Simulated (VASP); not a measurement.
The system is Zn3Se.

```
CELL_PARAMETERS angstrom
6.06331 0.00000 0.00000
-3.03166 5.25098 0.00000
0.00000 0.00000 4.89437
ATOMIC_POSITIONS crystal
Zn 0.83300 0.66600 0.25000
Zn 0.16700 0.83300 0.75000
Zn 0.33400 0.16700 0.25000
Zn 0.16700 0.33400 0.75000
Zn 0.83300 0.16700 0.25000
Zn 0.66600 0.83300 0.75000
Se 0.33333 0.66667 0.25000
Se 0.66667 0.33333 0.75000
```

The cell was generated, and may not be a known phase.

```yaml
Program: VASP 6.6.1
Task: relaxation of cell and atoms
Functional: PBE
Potentials_or_basis: VASP PAW PBE potentials, release 64 (Zn, Se)
Cutoff: 600 eV
k_mesh: 6 × 6 × 8
Occupations: gaussian, width 0.1 eV
Spin: no spin polarisation
```

At the start: pressure -3.5 GPa; volume 19.48 Å³/atom.

Q: How do energy, volume and symmetry change on relaxing?

A: Over 47 steps the energy falls by 128.9 meV/atom and the volume is 19.20 Å³/atom (-1.4 %); space group P6_3/mmc (No. 194, to 0.1 Å) before and after.

Step by step:
```tsv
step	energy change (eV)	largest force (eV/Å)	pressure (GPa)	volume (Å³)
1	0.0000	0.2535	-3.49	155.83
3	-0.1665	0.3026	0.43	142.80
5	-0.2519	0.0639	0.61	142.06
7	-0.2710	0.0745	-0.53	145.35
9	-0.2917	0.0747	-0.13	144.61
11	-0.4962	0.0306	3.40	140.11
13	-0.5601	0.0014	4.92	138.12
15	-0.5641	0.1788	7.32	135.66
17	-0.5692	0.1934	7.49	135.65
19	-0.5840	0.2580	7.81	135.57
21	-0.5849	0.2864	8.06	135.52
23	-0.6214	0.2872	7.61	136.24
25	-0.7591	0.2907	5.81	139.49
27	-0.9308	0.3716	0.42	152.68
29	-0.9518	0.3294	1.04	150.81
31	-1.0145	0.0979	-0.15	152.92
33	-1.0166	0.0833	-0.12	152.70
35	-1.0185	0.0067	0.98	150.26
37	-1.0234	0.0260	0.33	151.65
39	-1.0287	0.0477	-0.28	154.45
41	-1.0309	0.0189	0.00	153.59
43	-1.0315	0.0150	0.03	153.58
45	-1.0315	0.0137	0.03	153.58
47	-1.0316	0.0098	-0.02	153.61
```

Final structure:
```cif
data_structure
_symmetry_space_group_name_H-M 'P 1'
_symmetry_Int_Tables_number 1
_cell_length_a 6.9493
_cell_length_b 6.9493
_cell_length_c 3.6727
_cell_angle_alpha 90.000
_cell_angle_beta 90.000
_cell_angle_gamma 120.000
_cell_volume 153.61
loop_
_atom_site_label
_atom_site_type_symbol
_atom_site_fract_x
_atom_site_fract_y
_atom_site_fract_z
_atom_site_occupancy
Zn1 Zn 0.83851 0.67703 0.25000 1
Zn2 Zn 0.16149 0.83851 0.75000 1
Zn3 Zn 0.32297 0.16149 0.25000 1
Zn4 Zn 0.16149 0.32297 0.75000 1
Zn5 Zn 0.83851 0.16149 0.25000 1
Zn6 Zn 0.67703 0.83851 0.75000 1
Se1 Se 0.33333 0.66667 0.25000 1
Se2 Se 0.66667 0.33333 0.75000 1
```

Caveat: a cell axis changed by over 15 % at a fixed basis, so the end point is rough.
